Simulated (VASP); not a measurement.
# KBr: single point with PBE

Crystal: KBr.

```
K Br
1.0
    -4.04350    0.00000    0.00000
     0.00000    4.04350    4.04350
     0.00000    4.04350   -4.04350
K Br
2 2
Direct
  0.00124 0.01493 0.99428
  0.01513 0.49784 0.50530
  0.48394 0.49321 0.99918
  0.49969 0.99402 0.50124
```

This cell differs from its parent crystal: atoms moved at random.

```json
{
 "Program": "VASP 6.6.1",
 "Task": "single point",
 "Functional": "PBE",
 "Potentials or basis": "VASP PAW PBE potentials, release 64 (K_sv, Br)",
 "Cutoff": "520 eV",
 "k mesh": "6 × 4 × 4",
 "Occupations": "gaussian, width 0.05 eV",
 "Spin": "no spin polarisation"
}
```

```
Pressure               : 0.0 GPa
Largest force          : 0.127 eV/Å
Band gap on the k mesh : 3.87 eV
```

Forces on the atoms (eV/Å):
```
K    0.029 -0.048 -0.114
K    0.047 -0.012  0.054
Br  -0.046  0.059  0.029
Br  -0.031  0.001  0.032
```

Levels at points of the mesh, in eV from the valence-band top:
```
           k point  band 12  band 13  band 14  band 15  band 16  band 17  band 18  band 19  band 20  band 21
(0.00, 0.00, 0.00)    -1.38    -0.26    -0.26    -0.26     0.00     3.87     5.24     5.87     5.88     6.52
(0.50, 0.00, 0.00)    -1.41    -1.41    -1.41    -0.23    -0.23     6.49     7.17     7.39     7.40     7.40
(0.00, 0.50, 0.00)    -1.19    -0.91    -0.90    -0.19    -0.17     5.77     5.78     6.60     6.63     7.59
(0.00, 0.00, 0.50)    -1.19    -0.91    -0.89    -0.18    -0.18     5.77     5.78     6.59     6.61     7.62
(0.50, 0.50, 0.00)    -1.53    -0.89    -0.86    -0.78    -0.77     6.52     6.64     7.15     7.16     7.55
(0.50, 0.00, 0.50)    -1.53    -0.90    -0.87    -0.78    -0.76     6.52     6.62     7.17     7.19     7.57
(0.00, 0.50, 0.50)    -1.93    -0.23    -0.23    -0.22    -0.22     6.48     6.49     7.17     7.17     7.65
(0.50, 0.50, 0.50)    -1.38    -1.37    -1.37     0.00     0.00     5.24     5.24     6.51     6.52     8.05
```

It took 2.9 min on 1 thread of AMD EPYC 7R13 Processor (Zen 3), with other jobs on the host, peak memory 0.3 GiB.

Caveat: the cell differs from its parent crystal (atoms moved at random).
